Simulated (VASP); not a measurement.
Al2Cu: single point with PBE

Al2Cu:

```
Al Cu
1.0
    -2.90510    2.90510    2.51450
     2.90510   -2.90510    2.51450
     2.90510    2.90510   -2.51450
Al Cu
4 2
Cartesian
  3.8273 0.9222 0.0000
  1.9829 0.9222 2.5145
  -0.9222 1.9829 2.5145
  0.9222 1.9829 0.0000
  0.0000 0.0000 3.7717
  0.0000 0.0000 1.2572
```

```
Program             : VASP 6.6.1
Task                : single point
Functional          : PBE
Potentials or basis : VASP PAW PBE potentials, release 64 (Al, Cu)
Cutoff              : 520 eV
k mesh              : 10 × 10 × 10
Occupations         : gaussian, width 0.15 eV
Spin                : no spin polarisation
```

The pressure is 6.8 GPa. The largest force is 0.207 eV/Å. The band gap on the k mesh is zero (band 17 reaches 10.86 eV, above the bottom of band 18 at 7.08 eV).

Forces on the atoms (eV/Å):
```
Al   0.146  0.146  0.000
Al  -0.146  0.146  0.000
Al  -0.146 -0.146  0.000
Al   0.146 -0.146  0.000
Cu   0.000  0.000  0.000
Cu   0.000  0.000  0.000
```

Stress tensor (GPa, compression positive):
```
9.70 0.00 0.00
0.00 9.70 0.00
0.00 0.00 0.86
```

Levels at points of the mesh, in eV from the Fermi level:
```csv
k point,band 15,band 16,band 17,band 18,band 19,band 20
"(0.00, 0.00, 0.00)",-1.63,-1.46,-1.46,-1.19,-0.04,0.00
"(0.50, 0.00, 0.00)",-2.63,-2.63,0.48,0.48,3.48,3.48
"(0.50, 0.50, 0.00)",-1.55,-1.10,-1.08,-0.65,1.32,1.88
"(0.50, 0.50, 0.50)",-3.36,-2.16,2.32,2.94,2.94,3.66
```

Run time: 2.4 min on 1 thread of Intel(R) Xeon(R) Platinum 8559C (Emerald Rapids), with other jobs on the host, peak memory 0.33 GiB.
